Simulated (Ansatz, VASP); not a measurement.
## Pt in VASP and in Ansatz

```
Pt
1.0
     2.80729    0.00000    0.00000
    -1.40365    2.43119    0.00000
     0.00000    0.00000   24.16858
Pt
5
Direct
  0.66667 0.33333 0.31032
  0.33333 0.66667 0.40516
  0.00000 0.00000 0.50000
  0.66667 0.33333 0.59484
  0.33333 0.66667 0.68968
```

Alike in both runs: task single point; functional PBE; k mesh 12 × 12 × 1; no spin polarisation.

|  | VASP | Ansatz |
| --- | --- | --- |
| version | VASP 6.6.1 | Ansatz 0.2.0 |
| potentials or method | VASP PAW PBE potentials, release 64 (Pt), cutoff 520 eV | scalar-relativistic, plane waves, PAW |
| occupations | methfessel-paxton of order 1, width 0.2 eV | cold, width 0.2 eV |
| valence electrons in the cell | 50 | 90 |

```csv
,VASP,Ansatz,Ansatz less VASP
gap on the k mesh at the Fermi level (eV),none,none,-
rms of the force components (eV/Å),0.101,0.106,+0.0046
"work function, face that differs most (eV)",5.69,5.68,-0.010
```

Atom by atom the forces differ by 0.006 eV/Å (rms over components). A gap of «none» marks a metal or a gap that the smearing closes. VASP's potentials hold 50 valence electrons a cell and Ansatz's 90, so a difference there can come from the potentials and not from the codes.

Neither program's run includes spin-orbit coupling.
